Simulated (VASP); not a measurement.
Crystal: AlCu3.

```xyz
4
Lattice="3.9700 0.0000 0.0000 0.0000 3.9700 0.0000 0.0000 0.0000 3.9700" Properties=species:S:1:pos:R:3 pbc="T T T"
Al    0.0000    0.0000    0.0000
Cu    1.9850    0.0000    0.0000
Cu    0.0000    0.0000    1.9850
Cu    0.0000    1.9850    0.0000
```

| Property | Result |
| --- | --- |
| Program | VASP 6.6.1 |
| Task | relaxation of cell and atoms |
| Functional | PBEsol |
| Potentials or basis | VASP PAW PBE potentials, release 64 (Al, Cu) |
| Cutoff | 600 eV |
| k mesh | 7 × 7 × 7 |
| Occupations | methfessel-paxton, width 0.1 eV |
| Spin | no spin polarisation |

At the start: pressure 38.8 GPa; volume 15.64 Å³/atom.

How do energy, volume and symmetry change on relaxing?

Over 19 steps the energy falls by 671.7 meV/atom and the volume is 23.50 Å³/atom (+50.2 %); space group Pm-3m (No. 221, to 0.05 Å).

Step by step:
| step | energy change (eV) | largest force (eV/Å) | pressure (GPa) | volume (Å³) |
| --- | --- | --- | --- | --- |
| 1 | 0.0000 | 0.0000 | 38.79 | 62.57 |
| 2 | -2.5807 | 0.0000 | -3.24 | 103.52 |
| 3 | -2.6841 | 0.0000 | 0.62 | 92.63 |
| 4 | -2.6866 | 0.0000 | -0.10 | 94.17 |
| 5 | -2.6863 | 0.0000 | 0.26 | 93.45 |
| 6 | -2.6863 | 0.0000 | 0.25 | 93.45 |
| 7 | -2.6863 | 0.0000 | 0.25 | 93.47 |
| 8 | -2.6863 | 0.0000 | 0.23 | 93.47 |
| 9 | -2.6863 | 0.0000 | 0.23 | 93.47 |
| 10 | -2.6863 | 0.0000 | 0.23 | 93.47 |
| 11 | -2.6863 | 0.0000 | 0.23 | 93.47 |
| 12 | -2.6863 | 0.0000 | 0.23 | 93.47 |
| 13 | -2.6864 | 0.0000 | 0.24 | 93.48 |
| 14 | -2.6864 | 0.0000 | 0.23 | 93.49 |
| 15 | -2.6864 | 0.0000 | 0.23 | 93.50 |
| 16 | -2.6864 | 0.0000 | 0.18 | 93.54 |
| 17 | -2.6865 | 0.0000 | 0.15 | 93.60 |
| 18 | -2.6866 | 0.0000 | 0.12 | 93.73 |
| 19 | -2.6867 | 0.0000 | -0.01 | 94.00 |

Final structure:
```
Al Cu
1.0
     4.54678    0.00000    0.00000
     0.00000    4.54678    0.00000
     0.00000    0.00000    4.54678
Al Cu
1 3
Direct
  0.00000 0.00000 0.00000
  0.50000 0.00000 0.00000
  0.00000 0.00000 0.50000
  0.00000 0.50000 0.00000
```

Caveat: the volume moved by over 15 % at a fixed basis, so the end points are rough; the PAW data sets were made with another functional, which shifts forces and pressure a little.
